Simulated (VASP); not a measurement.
## ZnS (k07): single point with PBEsol

Crystal: ZnS (k07).

```
CELL_PARAMETERS angstrom
3.78223 0.00000 0.00000
-1.89112 3.27551 0.00000
0.00000 0.00000 6.20815
ATOMIC_POSITIONS crystal
Zn 0.33333 0.66667 0.00043
Zn 0.66667 0.33333 0.50043
S 0.33333 0.66667 0.37457
S 0.66667 0.33333 0.87457
```

```yaml
Program: VASP 6.6.1
Task: single point
Functional: PBEsol
Potentials_or_basis: VASP PAW PBE potentials, release 64 (Zn, S)
Cutoff: 520 eV
k_mesh: 12 × 12 × 6
Occupations: gaussian, width 0.01 eV
Spin: no spin polarisation
Dipole_correction: no
Further_INCAR_settings: ALGO = Normal; EDIFF = 1e-07; NBANDS = 26
```

| Property | Result |
| --- | --- |
| Pressure | 0.2 GPa |
| Band gap on the k mesh | 2.16 eV, direct |

Levels at points of the mesh, in eV from the valence-band top:
| k point | band 15 | band 16 | band 17 | band 18 | band 19 | band 20 | band 21 | band 22 |
| --- | --- | --- | --- | --- | --- | --- | --- | --- |
| (0.00, 0.00, 0.00) | -0.94 | -0.09 | 0.00 | 0.00 | 2.16 | 3.03 | 6.21 | 6.21 |
| (0.50, 0.00, 0.00) | -3.43 | -2.35 | -1.79 | -0.93 | 3.52 | 4.21 | 4.96 | 6.80 |
| (0.00, 0.00, 0.50) | -0.49 | -0.49 | -0.49 | -0.49 | 3.51 | 3.51 | 6.67 | 6.67 |
| (0.50, 0.00, 0.50) | -1.72 | -1.72 | -1.69 | -1.69 | 3.41 | 3.41 | 5.10 | 5.10 |

It took 2 min on 1 thread of Intel(R) Xeon(R) Platinum 8259CL CPU @ 2.50GHz (Skylake/Cascade Lake), with other jobs on the host, peak memory 0.27 GiB.

Caveat: the PAW data sets were made with another functional, which shifts forces and pressure a little. A k mesh can miss the band edges.
